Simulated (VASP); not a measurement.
## W: single point with revPBE

The system is W.

```
W
1.0
     0.00000    1.99783    1.99783
     1.99783    0.00000    1.99783
     1.99783    1.99783    0.00000
W
1
Direct
  0.00000 0.00000 0.00000
```

This cell differs from its parent crystal: volume scaled by 0.96.

```json
{
 "Program": "VASP 6.6.1",
 "Task": "single point",
 "Functional": "revPBE",
 "Potentials or basis": "VASP PAW PBE potentials, release 64 (W_sv)",
 "Cutoff": "520 eV",
 "k mesh": "15 × 15 × 15",
 "Occupations": "fermi-dirac, width 0.1 eV",
 "Spin": "no spin polarisation",
 "Dipole correction": "no",
 "Further INCAR settings": "ALGO = Normal; EDIFF = 1e-06; NBANDS = 13"
}
```

* Pressure: 12.6 GPa
* Band gap on the k mesh: zero (band 7 reaches 13.92 eV, above the bottom of band 8 at 10.36 eV)

Levels at points of the mesh, in eV from the Fermi level:
```csv
k point,band 4,band 5,band 6,band 7,band 8,band 9,band 10,band 11
"(0.00, 0.00, 0.00)",-37.24,-9.16,-0.60,-0.60,-0.60,2.66,2.66,12.77
```

Wall time 28 s on 1 thread of Intel Xeon 8259CL (shared host), peak memory 0.15 GiB.

Caveat: the PAW data sets were made with another functional, which shifts forces and pressure a little; spin-orbit coupling is left out, which moves the levels of the heavy elements.
